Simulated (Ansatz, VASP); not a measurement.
## Two plane-wave programs on Na3LiB5

INCAR

```
PREC = Accurate ; ENCUT = 600
EDIFF = 1E-6 ; ISMEAR = 0
SIGMA = 0.1 ; LREAL = False
LASPH = True ; NELM = 60
ALGO = Normal ; ISIF = 3
LWAVE = False ; LCHARG = False
GGA = PE ; IBRION = 2
NSW = 90 ; EDIFFG = -0.04
```

File KPOINTS:

```
regular mesh
0
Gamma
  4 4 4
```

POSCAR

```
Na3LiB5
1.0
    4.8012090200      0.0000000000      0.0000000000
    0.0000000000      4.8012090200      0.0000000000
    0.0000000000      0.0000000000      4.2961012400
Na Li B
3 1 5
Direct
    0.5000000000      0.5000000000      0.5000000000
    0.0000000000      0.5000000000      0.1913696000
    0.5000000000      0.0000000000      0.8086304000
    0.0000000000      0.0000000000      0.0000000000
    0.1969920600      0.5000000000      0.8114991500
    0.8030079400      0.5000000000      0.8114991500
    0.5000000000      0.8030079400      0.1885008500
    0.5000000000      0.1969920600      0.1885008500
    0.0000000000      0.0000000000      0.5000000000
```

Input for Ansatz:

```yaml
crystal:
  lattice:
    - [4.80120902, 0.0, 0.0]
    - [0.0, 4.80120902, 0.0]
    - [0.0, 0.0, 4.29610124]
  atoms:
    - { symbol: Na, position: [0.5, 0.5, 0.5] }
    - { symbol: Na, position: [0.0, 0.5, 0.1913696] }
    - { symbol: Na, position: [0.5, 0.0, 0.8086304] }
    - { symbol: Li, position: [0.0, 0.0, 0.0] }
    - { symbol: B, position: [0.19699206, 0.5, 0.81149915] }
    - { symbol: B, position: [0.80300794, 0.5, 0.81149915] }
    - { symbol: B, position: [0.5, 0.80300794, 0.18850085] }
    - { symbol: B, position: [0.5, 0.19699206, 0.18850085] }
    - { symbol: B, position: [0.0, 0.0, 0.5] }
basis:
  ecutwfc: 420
kpoints:
  mp_grid: { grid: [4, 4, 4] }
hamiltonian:
  xc: pbe
scf:
  occupations: { method: gaussian, width: 0.1 }
  lower_state_search: "off"
output:
  forces: true
  stress: true
  eigenvalues: true
relax:
  adjacent_minimum: "off"
  f_tol: 0.04
  max_steps: 70
  cell: { stress_tol: 0.4 }
```

Alike in both runs: task relaxation of cell and atoms; functional PBE; k mesh 4 × 4 × 4; occupations gaussian, width 0.1 eV; no spin polarisation.

|  | VASP | Ansatz |
| --- | --- | --- |
| version | VASP 6.6.1 | Ansatz 0.2.0 |
| potentials or method | VASP PAW PBE potentials, release 64 (Na_pv, Li_sv, B), cutoff 600 eV | scalar-relativistic, plane waves, PAW |
| valence electrons in the cell | 39 | 45 |

Ansatz gave:

| Item | Value |
| --- | --- |
| gap on the k mesh at the Fermi level, each at its own relaxed structure (eV) | none |
| relaxed volume (Å³/atom) | 16.99 |
| relaxed cell length with the largest relative difference (Å) | 9.691 |

Problem. Which values does VASP return?

Solution. gap on the k mesh at the Fermi level, each at its own relaxed structure (eV): none; relaxed volume (Å³/atom): 13.86; relaxed cell length with the largest relative difference (Å): 7.469.

A gap of «none» marks a metal or a gap that the smearing closes. One of these differences is far larger than is usual between the two programs; its cause wasn't traced. VASP's potentials hold 39 valence electrons a cell and Ansatz's 45, so a difference there can come from the potentials and not from the codes.

The k mesh is coarse, so the values compare programs but aren't converged. Noted on VASP's run: the cutoff is short for stress, so the pressure is rough; the volume moved by over 15 % at a fixed basis, so the end points are rough.
